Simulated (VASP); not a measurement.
# ZnS (wurtzite type): single point with PBE

The system is ZnS (wurtzite type).

```
Zn S
1.0
     2.93367    0.00000    0.00000
    -1.46684    2.54064    0.00000
     0.00000    0.00000    6.11144
Zn S
2 2
Cartesian
  0.0000 1.6938 0.1816
  1.4668 0.8469 3.2373
  0.0000 1.6938 2.1163
  1.4668 0.8469 5.1720
```

```yaml
Program: VASP 6.6.1
Task: single point
Functional: PBE
Potentials_or_basis: VASP PAW PBE potentials, release 64 (Zn, S)
Cutoff: 520 eV
k_mesh: 11 × 11 × 6
Occupations: fermi-dirac, width 0.08 eV
Spin: no spin polarisation
Dipole_correction: no
Further_INCAR_settings: ALGO = Normal; EDIFF = 1e-06; NBANDS = 26
```

| Item | Value |
| --- | --- |
| Pressure | 120.5 GPa |
| Largest force | 0.007 eV/Å |
| Band gap on the k mesh | zero (band 18 reaches 10.15 eV, above the bottom of band 19 at 9.46 eV) |

Forces in eV/Å, atoms in the order of the input:
```
Zn   0.000  0.000 -0.007
Zn   0.000  0.000 -0.007
S    0.000  0.000  0.007
S    0.000  0.000  0.007
```

Stress tensor (GPa, compression positive):
```
120.40   0.00   0.00
  0.00 120.40   0.00
  0.00   0.00 120.83
```

Levels at points of the mesh, in eV from the Fermi level:
| k point | band 16 | band 17 | band 18 | band 19 | band 20 | band 21 |
| --- | --- | --- | --- | --- | --- | --- |
| (0.00, 0.00, 0.00) | -1.11 | 0.23 | 0.23 | 0.47 | 6.25 | 6.31 |
| (0.00, 0.00, 0.50) | -0.49 | -0.49 | -0.49 | 5.25 | 5.25 | 6.46 |

Wall time 69 s on 1 thread of AMD EPYC 9R45 (Zen 5) (shared host), peak memory 0.17 GiB.
